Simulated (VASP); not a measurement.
**NbAs: single point with BLYP**

NbAs:

```
Nb As
1.0
    -1.72585    1.72585    5.84000
     1.72585   -1.72585    5.84000
     1.72585    1.72585   -5.84000
Nb As
2 2
Cartesian
  0.0000 1.7259 0.0000
  0.0000 0.0000 8.7600
  0.0000 1.7259 4.8589
  0.0000 0.0000 1.9389
```

- Program: VASP 6.6.1
- Task: single point
- Functional: BLYP
- Potentials or basis: VASP PAW PBE potentials, release 64 (Nb_sv, As)
- Cutoff: 520 eV
- k mesh: 11 × 11 × 11
- Occupations: fermi-dirac, width 0.05 eV
- Spin: no spin polarisation

```json
{
  "Pressure": "11.9 GPa",
  "Largest force": "0.297 eV/Å",
  "Band gap on the k mesh": "0.02 eV (least direct gap 0.05 eV)"
}
```

Forces in eV/Å, atoms in the order of the input:
```
Nb   0.000  0.000 -0.297
Nb   0.000  0.000 -0.297
As   0.000  0.000  0.297
As   0.000  0.000  0.297
```

Stress tensor (GPa, compression positive):
```
11.63  0.00  0.00
 0.00 11.63  0.00
 0.00  0.00 12.54
```

Levels at points of the mesh, in eV from the valence-band top:
```
           k point  band 15  band 16  band 17  band 18  band 19  band 20  band 21  band 22
(0.00, 0.00, 0.00)    -1.94    -1.64    -1.40    -1.40     0.69     1.25     2.38     2.96
```

It took 16 min on 1 thread of Intel Xeon 8259CL (shared host), peak memory 0.45 GiB.

Caveat: the cell stands under pressure; the smearing spreads over this small gap; semilocal functionals underestimate gaps, and a narrow one can read as zero; the PAW data sets were made with another functional, which shifts forces and pressure a little. A k mesh can miss the band edges.
